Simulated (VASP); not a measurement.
# MgTe (F-43m) in VASP: G0W0 quasiparticle levels with PBE

Aim: the G0W0 quasiparticle levels of MgTe with PBE.

Everything below comes from runs of VASP 6.6.1. Logs are shortened: lines on timing, memory, paths and dates and some standing lists are left out, and cuts for length are marked.

## Step 1: The cell of the first run

The structure is cubic, space group F-43m (No. 216). Conventional cell: a = 6.466 Å, b = 6.466 Å, c = 6.466 Å, α = 90.00°, β = 90.00°, γ = 90.00°. Mg (site symmetry -43m) has 4 Te at 2.80 Å within 3.7 Å. Te (site symmetry -43m) has 4 Mg at 2.80 Å within 3.7 Å.

## Step 2: G0W0 quasiparticle levels, PBE

The input, POSCAR:

```
MgTe
1.0
    0.0000000000      3.2331198836      3.2331198836
    3.2331198836      0.0000000000      3.2331198836
    3.2331198836      3.2331198836      0.0000000000
Mg Te
1 1
Direct
    0.0000000000      0.0000000000      0.0000000000
    0.7500000000      0.7500000000      0.7500000000
```

The input, INCAR.step1:

```
SYSTEM = MgTe
PREC = Accurate
ENCUT = 500
EDIFF = 1E-8
ISMEAR = 0
SIGMA = 0.01
LREAL = .False.
LASPH = .True.
NELM = 80
ALGO = Normal
LWAVE = .True.
LCHARG = .False.
GGA = PE
```

The input, INCAR.step2:

```
SYSTEM = MgTe
PREC = Accurate
ENCUT = 500
EDIFF = 1E-8
ISMEAR = 0
SIGMA = 0.01
LREAL = .False.
LASPH = .True.
NELM = 1
ALGO = Exact
LWAVE = .True.
LCHARG = .False.
GGA = PE
NBANDS = 64
LOPTICS = .True.
ISTART = 1
```

The input, INCAR.step3:

```
SYSTEM = MgTe
PREC = Accurate
ENCUT = 500
EDIFF = 1E-8
ISMEAR = 0
SIGMA = 0.01
LREAL = .False.
LASPH = .True.
ALGO = EVGW0
LWAVE = .False.
LCHARG = .False.
GGA = PE
NELMGW = 1
NBANDS = 64
ENCUTGW = 80.0
NOMEGA = 48
PRECFOCK = Fast
ISTART = 1
NBANDSGW = 12
```

The input, KPOINTS:

```
regular mesh
0
Gamma
  2 2 2
  0 0 0
```

Potentials or basis: VASP PAW PBE potentials, release 64 (Mg_GW, Te_GW).

On the command line:

```bash
cat potpaw_PBE.64/Mg_GW/POTCAR potpaw_PBE.64/Te_GW/POTCAR > POTCAR
cp INCAR.step1 INCAR
mpirun -np 1 vasp_std > vasp.out
cp INCAR.step2 INCAR
mpirun -np 1 vasp_std > vasp.out
cp INCAR.step3 INCAR
mpirun -np 1 vasp_std > vasp.out
```

OUTCAR:

```text
SYSTEM = MgTe
   PREC = Accurate
   ENCUT = 500
   EDIFF = 1E-8
   ISMEAR = 0
   LREAL = .False.
   LASPH = .True.
   GGA = PE
   NELMGW = 1
   ENCUTGW = 80.0
   PRECFOCK = Fast
   ISTART = 1

 ion  position               nearest neighbor table
   1  0.000  0.000  0.000-   2 2.80   2 2.80   2 2.80   2 2.80
   2  0.750  0.750  0.750-   1 2.80   1 2.80   1 2.80   1 2.80

  LATTYP: Found a face centered cubic cell.
 ALAT       =     6.4662397672

  Lattice vectors:

 A1 = (   0.0000000000,   3.2331198836,   3.2331198836)
 A2 = (   3.2331198836,   0.0000000000,   3.2331198836)
 A3 = (   3.2331198836,   3.2331198836,   0.0000000000)

Analysis of symmetry for initial positions (statically):
=====================================================================
 Subroutine PRICEL returns:
 Original cell was already a primitive cell.

 Routine SETGRP: Setting up the symmetry group for a
 face centered cubic supercell.

 Subroutine GETGRP returns: Found 24 space group operations
 (whereof 24 operations were pure point group operations)
 out of a pool of 48 trial point group operations.

The static configuration has the point symmetry T_d .

Analysis of symmetry for dynamics (positions and initial velocities):
=====================================================================
 Subroutine PRICEL returns:
 Original cell was already a primitive cell.

 Routine SETGRP: Setting up the symmetry group for a
 face centered cubic supercell.

 Subroutine GETGRP returns: Found 24 space group operations
 (whereof 24 operations were pure point group operations)
 out of a pool of 48 trial point group operations.

The dynamic configuration has the point symmetry T_d .

 Subroutine INISYM returns: Found 24 space group operations
 (whereof 24 operations are pure point group operations),
 and found     1 'primitive' translations

[... 66 lines left out ...]
   ISPIN  =      1    spin polarized calculation?
   LNONCOLLINEAR =      F non collinear calculations
   LSORBIT =      F    spin-orbit coupling
   LASPH  =      T    aspherical Exc in radial PAW
   ENCUT  =  500.0 eV  36.75 Ry    6.06 a.u.   8.34  8.34  8.34*2*pi/ulx,y,z
   NELM   =     60;   NELMIN=  2; NELMDL=  0     # of ELM steps
   EDIFF  = 0.1E-07   stopping-criterion for ELM
   LREAL  =      F    real-space projection
   EDIFFG = 0.1E-06   stopping-criterion for IOM
   NSW    =      0    number of steps for IOM
   IBRION =     -1    ionic relax: 0-MD 1-quasi-New 2-CG
   NFREE  =      0    steps in history (QN), initial steepest desc. (CG)
   ISIF   =      0    stress and relaxation
   ISYM   =      3    0-nonsym 1-usesym 2-fastsym
   POTIM  = 0.5000    time-step for ionic-motion
   TEBEG  =    0.0;   TEEND  =   0.0 temperature during run
   PSTRESS=    0.0 pullay stress
   NELECT =       8.0000    total number of electrons
   NUPDOWN=      -1.0000    fix difference up-down
   EMIN   =  10.00;   EMAX   =-10.00  energy-range for DOS
   EFERMI =   0.00;   METHOD = LEGACY
   ISMEAR =     0;   SIGMA  =   0.01  broadening in eV -4-tet -1-fermi 0-gaus
   EFERMI_NEDOS =   21; number of points for ismear=-14 and -15
   IALGO  =     38    algorithm
   IMIX   =      4    mixing-type and parameters
     AMIX     =   0.40;   BMIX     =  1.00
     AMIX_MAG =   1.60;   BMIX_MAG =  1.00
  volume/ion in A,a.u.               =      33.80       228.07
  Fermi-wavevector in a.u.,A,eV,Ry     =   0.803785  1.518933  8.790312  0.646070
  Thomas-Fermi vector in A             =   1.911718
   LORBIT       =      0    0 simple, 1 ext, 2 COOP (PROOUT), +10 PAW based schemes
   GGA     = PE    functional components
   LHFCALC =     T    Hartree Fock is set to
   PRECFOCK=fast      Normal, Fast or Accurate (Low or Medium for compatibility)
   ENCUT4O =  -1.0   cutoff for four orbital integrals eV
   NKREDX  =     1    reduce k-point grid by
   NKREDY  =     1    reduce k-point grid by
   NKREDZ  =     1    reduce k-point grid by
   AEXX    =    1.0000 exact exchange contribution
   HFSCREEN=    0.0000 screening length (either q_TF or 0.3 A-1)
   HFSCREENC=   0.0000 screening length for correlation (either q_TF or 0.3 A-1)
   ENCUTFOCK=  -1.0 apply spherical cutoff to Coloumb kernel
   IVDW    =     0    specifies the selected vdW correction
   LEPSILON=     F    determine dielectric tensor
   LRPA    =     F    only Hartree local field effects (RPA)
   LRPAFORCE           =     F    calculate RPA forces
   ENCUTGW             =  80.0    cutoff for response function in eV
   ENCUTGWSOFT         =  64.0    soft cutoff for Coulomb kernel in GW response function in eV
   ENCUTLF             =  -1.0    cutoff for local field effects
   NELMGW              =     1    number of iterations in solving QP/BSE equation
   NELMHF              =     1    number of iterations in the inner HF iteration
   NKREDLFX            =     1    NKREDLFY  =   1   NKREDLFZ  =   1
 non-spin polarized calculation
 Gauss-broadening in eV      SIGMA  =   0.01
  energy-cutoff  :      500.00
  volume of cell :       67.59
 maximum number of plane-waves:      1724
 NGX is ok and might be reduce to    36
  NGX = 18; NGY = 18; NGZ = 18
   NGX = 17   NGY = 17   NGZ = 17
 maximum number of plane-waves:       116
 NGX is ok and might be reduce to    14

 QP shifts <psi_nk| G(iteration)W_0 |psi_nk>: iteration 1
 for sc-GW calculations column KS-energies equals QP-energies in previous step
 and V_xc(KS)=  KS-energies - (<T + V_ion + V_H > + <T+V_H+V_ion>^1  + <V_x>^1)

 k-point   1 :       0.0000    0.0000    0.0000
  band No.  KS-energies  QP-energies   sigma(KS)   V_xc(KS)     V^pw_x(r,r')   Z            occupation Imag(sigma)

      1      -8.0202      -8.4295     -11.3560     -10.7169     -17.0767       0.6405       2.0000       0.9363
      2       2.1072       1.5343     -11.2739     -10.5170     -13.4770       0.7570       2.0000       0.0708
      3       2.1072       1.5343     -11.2739     -10.5170     -13.4770       0.7570       2.0000       0.0708
      4       2.1072       1.5343     -11.2739     -10.5170     -13.4770       0.7570       2.0000       0.0708
      5       4.4491       4.9213      -7.0158      -7.6163      -3.1731       0.7863       0.0000      -0.1131
      6       7.4053       7.7608      -7.1445      -7.6155      -3.0952       0.7548       0.0000      -0.1060
      7       7.4053       7.7608      -7.1445      -7.6155      -3.0952       0.7548       0.0000      -0.1060
      8       7.4053       7.7608      -7.1445      -7.6155      -3.0952       0.7548       0.0000      -0.1060
      9      10.5879      11.0130      -7.3137      -7.8779      -3.0166       0.7535       0.0000      -0.1415
     10      10.5879      11.0130      -7.3137      -7.8779      -3.0166       0.7535       0.0000      -0.1415
     11      10.7086      10.6858      -6.3245      -6.2929      -1.4889       0.7232       0.0000      -0.2745
     12      12.3344      12.2569      -6.3403      -6.2445      -1.4649       0.8099       0.0000      -0.4956
[... 20 lines left out ...]
      1      -7.1991      -7.7440     -12.0795     -11.3536     -17.3351       0.7508       2.0000       0.9236
      2      -1.0154      -1.8453     -10.0042      -8.8961     -12.3819       0.7489       2.0000       0.1217
      3       0.8933       0.1699     -10.6838      -9.7321     -12.8966       0.7601       2.0000       0.0824
      4       0.8933       0.1699     -10.6838      -9.7321     -12.8966       0.7601       2.0000       0.0824
      5       4.8381       4.8300      -6.2542      -6.2438      -2.5032       0.7803       0.0000      -0.0937
      6       5.5067       5.7685      -6.9349      -7.2833      -3.1642       0.7517       0.0000      -0.0811
      7      11.6078      11.9025      -7.4789      -7.8662      -2.5233       0.7610       0.0000      -0.4410
      8      11.6078      11.9025      -7.4789      -7.8662      -2.5233       0.7610       0.0000      -0.4410
      9      11.9505      12.3064      -8.0391      -8.4833      -3.3666       0.8011       0.0000      -0.4470
     10      13.4037      14.0345      -7.9671      -8.8130      -3.3597       0.7457       0.0000      -0.2259
     11      13.4037      14.0345      -7.9671      -8.8130      -3.3597       0.7457       0.0000      -0.2259
     12      13.8291      14.1899      -7.0056      -7.4795      -1.8174       0.7614       0.0000      -0.5748
```

It took 80 s on 1 thread of AMD EPYC 7R13, shared host; peak memory 0.44 GiB.

What came out:

| Item | Value |
| --- | --- |
| Band gap on the k mesh, mean-field level | 2.34 eV, direct |
| Quasiparticle gap | 3.30 eV |
| Least direct quasiparticle gap | 3.39 eV |

Caveat: the k points lie up to 0.84 Å⁻¹ apart; bands, screening cutoff and mesh are small and nothing is extrapolated, so the quasiparticle values aren't converged; spin-orbit coupling is left out, which moves the levels of the heavy elements.
